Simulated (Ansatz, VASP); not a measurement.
## Two plane-wave programs on Ir

```xyz
1
Lattice="0.0000 1.9377 1.9377 1.9377 0.0000 1.9377 1.9377 1.9377 0.0000" Properties=species:S:1:pos:R:3 pbc="T T T"
Ir    0.0000    0.0000    0.0000
```

Alike in both runs: functional PBE; k mesh 8 × 8 × 8; occupations methfessel-paxton of order 1, width 0.05 eV; no spin polarisation.

Ansatz relaxed the structure, and its values are those at the end. VASP's run is a single point on that final structure, the one shown.

|  | VASP | Ansatz |
| --- | --- | --- |
| version | VASP 6.6.1 | Ansatz 0.2.0 |
| potentials or method | VASP PAW PBE potentials, release 64 (Ir), cutoff 500 eV | PAW plane waves |
| valence electrons in the cell | 9 | 17 |

```tsv
	VASP	Ansatz	Ansatz less VASP
gap on the k mesh at the Fermi level (eV)	none	none	-
pressure (GPa)	0.4	0.0	-0.44
```

A gap of «none» marks a metal or a gap that the smearing closes. VASP's potentials hold 9 valence electrons a cell and Ansatz's 17, so a difference there can come from the potentials and not from the codes.

Spin-orbit coupling is off throughout.
